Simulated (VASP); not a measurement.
# Y2Si3O (C2/m) in VASP: single point with PBE

Aim: the single point of Y2Si3O with PBE.

All numbers are computed with VASP 6.6.1; they aren't measurements. Logs are shortened: lines on timing, memory, paths and dates and some standing lists are left out, and cuts for length are marked.

### 1 The cell of the first run

Symmetry: C2/m, No. 12, monoclinic system. The conventional cell has a = 9.124 Å, b = 3.431 Å, c = 7.632 Å, α = 90.00°, β = 96.28°, γ = 90.00°. Within 3.1 Å of Y (site symmetry m) lie 2 O at 2.37 Å and 5 Si at 2.89 to 2.99 Å. Within 3.2 Å of Si (site symmetry m) lie 5 Si at 2.45 to 2.84 Å and 4 Y at 2.97 to 3.12 Å. Si (site symmetry 2/m) has 6 Si at 2.61 to 2.84 Å and 4 Y at 2.89 Å within 3.4 Å. Within 3.1 Å of O (site symmetry 2/m) lie 4 Y at 2.37 Å.

### 2 Single point, PBE

Input file INCAR:

```
  PREC = Accurate
  ENCUT = 520
  EDIFF = 1E-6
  ISMEAR = 0
  SIGMA = 0.1
  LREAL = F
  LASPH = T
  NELM = 60
  ALGO = Normal
  ISIF = 2
  LWAVE = F
  LCHARG = F
  GGA = PE
  NBANDS = 29
```

Input file KPOINTS:

```
regular mesh
0
Gamma
  12 12 6
```

Input file POSCAR:

```
Y2Si3O
1.0
    4.5620039450     -1.7155583762     -0.0044098213
    4.5620039450      1.7155583762     -0.0044098213
   -0.8278415753      0.0000000000      7.5868650858
Y Si O
2 3 1
Direct
    0.4420045852      0.4420045852      0.7890084737
    0.5579954148      0.5579954148      0.2109915263
    0.2910047745      0.2910047745      0.4021046887
    0.7089952255      0.7089952255      0.5978953113
    0.0000000000      0.0000000000      0.5000000000
    0.0000000000      0.0000000000      0.0000000000
```

Potentials or basis: VASP PAW PBE potentials, release 64 (Y_sv, Si, O).

Command:

```
> cat potpaw_PBE.64/Y_sv/POTCAR potpaw_PBE.64/Si/POTCAR potpaw_PBE.64/O/POTCAR > POTCAR
> mpirun -np 1 vasp_std > vasp.out
```

OUTCAR:

```text
PREC = Accurate
   ENCUT = 520
   EDIFF = 1E-6
   ISMEAR = 0
   LREAL = F
   LASPH = T
   NELM = 60
   ISIF = 2
   GGA = PE

 ion  position               nearest neighbor table
   1  0.442  0.442  0.789-   6 2.37   6 2.37   5 2.89   5 2.89   4 2.97   4 2.99   4 2.99   3 3.12
                             2 3.28
   2  0.558  0.558  0.211-   6 2.37   6 2.37   5 2.89   5 2.89   3 2.97   3 2.99   3 2.99   4 3.12
                             1 3.28
   3  0.291  0.291  0.402-   4 2.45   4 2.45   5 2.61   5 2.61   5 2.84   2 2.97   2 2.99   2 2.99
                             1 3.12
   4  0.709  0.709  0.598-   3 2.45   3 2.45   5 2.61   5 2.61   5 2.84   1 2.97   1 2.99   1 2.99
                             2 3.12
   5  0.000  0.000  0.500-   4 2.61   4 2.61   3 2.61   3 2.61   3 2.84   4 2.84   1 2.89   2 2.89
                             1 2.89   2 2.89
   6  0.000  0.000  0.000-   2 2.37   2 2.37   1 2.37   1 2.37

  LATTYP: Found a base centered monoclinic cell.
 ALAT       =     9.1240121527
 B/A-ratio  =     0.3760535053
 C/A-ratio  =     0.8364627674
 COS(beta)  =    -0.1094321663

  Lattice vectors:

 A1 = (   4.5620039450,  -1.7155583762,  -0.0044098213)
 A2 = (   4.5620039450,   1.7155583762,  -0.0044098213)
 A3 = (  -0.8278415753,   0.0000000000,   7.5868650858)

Analysis of symmetry for initial positions (statically):
=====================================================================
 Subroutine PRICEL returns:
 Original cell was already a primitive cell.

 Routine SETGRP: Setting up the symmetry group for a
 base centered monoclinic supercell.

 Subroutine GETGRP returns: Found  4 space group operations
 (whereof  4 operations were pure point group operations)
 out of a pool of  4 trial point group operations.

The static configuration has the point symmetry C_2h.

Analysis of symmetry for dynamics (positions and initial velocities):
=====================================================================
 Subroutine PRICEL returns:
 Original cell was already a primitive cell.

 Routine SETGRP: Setting up the symmetry group for a
 base centered monoclinic supercell.

 Subroutine GETGRP returns: Found  4 space group operations
 (whereof  4 operations were pure point group operations)
 out of a pool of  4 trial point group operations.

The dynamic configuration has the point symmetry C_2h.

 Subroutine INISYM returns: Found  4 space group operations
 (whereof  4 operations are pure point group operations),
 and found     1 'primitive' translations

[... 107 lines left out ...]
   NFREE  =      0    steps in history (QN), initial steepest desc. (CG)
   ISIF   =      2    stress and relaxation
   ISYM   =      2    0-nonsym 1-usesym 2-fastsym
   POTIM  = 0.5000    time-step for ionic-motion
   TEBEG  =    0.0;   TEEND  =   0.0 temperature during run
   PSTRESS=    0.0 pullay stress
   NELECT =      40.0000    total number of electrons
   NUPDOWN=      -1.0000    fix difference up-down
   EMIN   =  10.00;   EMAX   =-10.00  energy-range for DOS
   EFERMI =   0.00;   METHOD = LEGACY
   ISMEAR =     0;   SIGMA  =   0.10  broadening in eV -4-tet -1-fermi 0-gaus
   EFERMI_NEDOS =   21; number of points for ismear=-14 and -15
   IALGO  =     38    algorithm
   IMIX   =      4    mixing-type and parameters
     AMIX     =   0.40;   BMIX     =  1.00
     AMIX_MAG =   1.60;   BMIX_MAG =  1.00
  volume/ion in A,a.u.               =      19.79       133.55
  Fermi-wavevector in a.u.,A,eV,Ry     =   1.139092  2.152572 17.653986  1.297531
  Thomas-Fermi vector in A             =   2.275796
   LORBIT       =      0    0 simple, 1 ext, 2 COOP (PROOUT), +10 PAW based schemes
   GGA     = PE    functional components
   LHFCALC =     F    Hartree Fock is set to
   AEXX    =    0.0000 exact exchange contribution
   IVDW    =     0    specifies the selected vdW correction
   LEPSILON=     F    determine dielectric tensor
   LRPA    =     F    only Hartree local field effects (RPA)
 non-spin polarized calculation
 Gauss-broadening in eV      SIGMA  =   0.10
  energy-cutoff  :      520.00
  volume of cell :      118.74
 maximum number of plane-waves:      3230
   NGX = 19   NGY = 19   NGZ = 29

 number of electron      40.0000003 magnetization

 Free energy of the ion-electron system (eV)
  ---------------------------------------------------
  ext. energy  EPLUGINS =         0.00000000
  ---------------------------------------------------
  free energy    TOTEN  =       -40.68998511 eV

  energy without entropy =      -40.68046753  energy(sigma->0) =      -40.68522632

 E-fermi :   5.6496     XC(G=0):  -9.8188

 val. band max:        5.6491597461   @ k =   0.3333   0.2500   0.3333
 cond. band min:       5.6503735309   @ k =  -0.3333   0.1667  -0.0000
 fundamental gap:      0.0012137848
 Fermi energy:         5.6495907001

 k-point     1 :       0.0000    0.0000    0.0000
  band No.  band energies     occupation
      1     -37.2855      2.00000
      2     -37.2482      2.00000
      3     -17.8390      2.00000
      4     -17.3897      2.00000
      5     -17.3512      2.00000
      6     -17.2207      2.00000
[... 757 lines left out ...]
     28       9.6892      0.00000
     29      10.0305      0.00000

 [... further k-points ...]

------------------------ aborting loop because EDIFF is reached ----------------------------------------

  FORCE on cell =-STRESS in cart. coord.  units (eV):
  Direction    XX          YY          ZZ          XY          YZ          ZX
  --------------------------------------------------------------------------------------
  -------------------------------------------------------------------------------------
  Total       -0.0360007     -0.0321261     -0.0505505      0.0000000      0.0000000     -0.0030663
  in kB       -0.4857515     -0.4334714     -0.6820686      0.0000000      0.0000000     -0.0413729
  external PRESSURE =      -0.5337638 kB  Pullay stress =       0.0000000 kB

 VOLUME and BASIS-vectors are now :
 -----------------------------------------------------------------------------
  energy-cutoff  :      520.00
  volume of cell :      118.74
      direct lattice vectors                 reciprocal lattice vectors
     4.562003945 -1.715558376 -0.004409821     0.109612519 -0.291450298  0.011960381
     4.562003945  1.715558376 -0.004409821     0.109612519  0.291450298  0.011960381
    -0.827841575  0.000000000  7.586865086     0.000127423  0.000000000  0.131820650

 POSITION                                       TOTAL-FORCE (eV/Angst)
 -----------------------------------------------------------------------------------
      3.37968      0.00000      5.98220         0.001833      0.000000      0.001025
      4.91649      0.00000      1.59584        -0.001833      0.000000     -0.001025
      2.32225      0.00000      3.04815        -0.003410      0.000000      0.006779
      5.97392      0.00000      4.52990         0.003410      0.000000     -0.006779
     -0.41392      0.00000      3.79343        -0.000000      0.000000      0.000000
      0.00000      0.00000      0.00000         0.000000      0.000000      0.000000
 -----------------------------------------------------------------------------------
    total drift:                               -0.000000      0.000000      0.000000

  FREE ENERGIE OF THE ION-ELECTRON SYSTEM (eV)
  ---------------------------------------------------
  free  energy   TOTEN  =       -40.6899851108 eV

  energy  without entropy=      -40.6804675267  energy(sigma->0) =      -40.68522632
```

It took 20 min on 1 thread of Intel Xeon Platinum 8124M at 3.00GHz (Skylake/Cascade Lake), shared host; peak memory 0.87 GiB.

What came out:

```yaml
Free_energy: -40.6900 eV
Pressure: -0.1 GPa
Largest_force: 0.008 eV/Å
Band_gap_on_the_k_mesh: zero (band 20 reaches 6.53 eV, above the bottom of band 21 at 4.83 eV)
```

Forces in eV/Å, atoms in the order of the input:
```
Y    0.002  0.000  0.001
Y   -0.002  0.000 -0.001
Si  -0.003  0.000  0.007
Si   0.003  0.000 -0.007
Si   0.000  0.000  0.000
O    0.000  0.000  0.000
```
